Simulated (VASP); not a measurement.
LiMg5: single point with LDA

Crystal: LiMg5.

```
CELL_PARAMETERS angstrom
5.60653 0.00000 0.00000
-2.80327 4.85540 0.00000
0.00000 0.00000 5.19366
ATOMIC_POSITIONS crystal
Li 0.00000 0.00000 0.50000
Mg 0.00000 0.67142 0.00000
Mg 0.67142 0.00000 0.00000
Mg 0.32858 0.32858 0.00000
Mg 0.66667 0.33333 0.50000
Mg 0.33333 0.66667 0.50000
```

| Item | Value |
| --- | --- |
| Program | VASP 6.6.1 |
| Task | single point |
| Functional | LDA |
| Potentials or basis | VASP PAW LDA potentials, release 64 (Li_sv, Mg) |
| Cutoff | 520 eV |
| k mesh | 5 × 5 × 5 |
| Occupations | gaussian, width 0.1 eV |
| Spin | no spin polarisation |
| Dipole correction | no |
| Further INCAR settings | ALGO = Normal; EDIFF = 1e-06; NBANDS = 16 |

| Quantity | Value |
| --- | --- |
| Largest force | 0.086 eV/Å |
| Band gap on the k mesh | zero (an odd number of electrons rules out a gap without spin polarisation) |

Forces in eV/Å, atoms in the order of the input:
```
Li   0.000  0.000  0.000
Mg   0.043 -0.075  0.000
Mg  -0.086  0.000  0.000
Mg   0.043  0.075  0.000
Mg   0.000  0.000  0.000
Mg   0.000  0.000  0.000
```

Levels at points of the mesh, in eV from the Fermi level:
```csv
k point,band 5,band 6,band 7,band 8,band 9,band 10
"(0.00, 0.00, 0.00)",-0.57,-0.41,-0.41,-0.22,-0.22,0.38
```

Run time: 48 s on 1 thread of AMD EPYC 7R13 (shared host), peak memory 0.17 GiB.
